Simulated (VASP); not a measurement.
A run of VASP 6.6.1 is set up as follows.

Contents of POSCAR:

```
GaN
1.0
    0.0000000000      2.3098381227      2.3098381227
    2.3098381227      0.0000000000      2.3098381227
    2.3098381227      2.3098381227      0.0000000000
Ga N
1 1
Direct
    0.0000000000      0.0000000000      0.0000000000
    0.7500000000      0.7500000000      0.7500000000
```

INCAR.step1

```
SYSTEM = GaN
  ALGO = Normal
  EDIFF = 1E-4
  ENCUT = 520
  GGA = PE
  ISMEAR = 0
  LASPH = .TRUE.
  LCHARG = .FALSE.
  LREAL = .FALSE.
  LWAVE = .TRUE.
  NBANDS = 16
  NELM = 80
  PREC = Accurate
  SIGMA = 0.05
```

The input INCAR.step2:

```
SYSTEM = GaN
  ALGO = Normal
  EDIFF = 1E-7
  ENCUT = 520
  ISIF = 2
  ISMEAR = 0
  ISTART = 1
  LASPH = .TRUE.
  LCHARG = .FALSE.
  LMIXTAU = .TRUE.
  LREAL = .FALSE.
  LWAVE = .FALSE.
  METAGGA = R2SCAN
  NBANDS = 16
  NELM = 80
  PREC = Accurate
  SIGMA = 0.05
```

The input KPOINTS:

```
k-points
0
G
  10 10 10
  0 0 0
```

Potentials or basis: VASP PAW PBE potentials, release 64 (Ga_d, N).

Run with:

```sh
$ cat potpaw_PBE.64/Ga_d/POTCAR potpaw_PBE.64/N/POTCAR > POTCAR
$ cp INCAR.step1 INCAR
$ mpirun -np 1 vasp_std > vasp.out
$ cp INCAR.step2 INCAR
$ mpirun -np 1 vasp_std > vasp.out
```

(1) What does it give for the pressure?

(2) What does it give for the band gap on the k mesh?

Results:

(1) -12.3 GPa.

(2) 1.63 eV, direct.

Caveat: the cell differs from its parent crystal (strain +0.025 along x and y, +0.025 along z); the PAW data sets were made with another functional, which shifts forces and pressure a little.
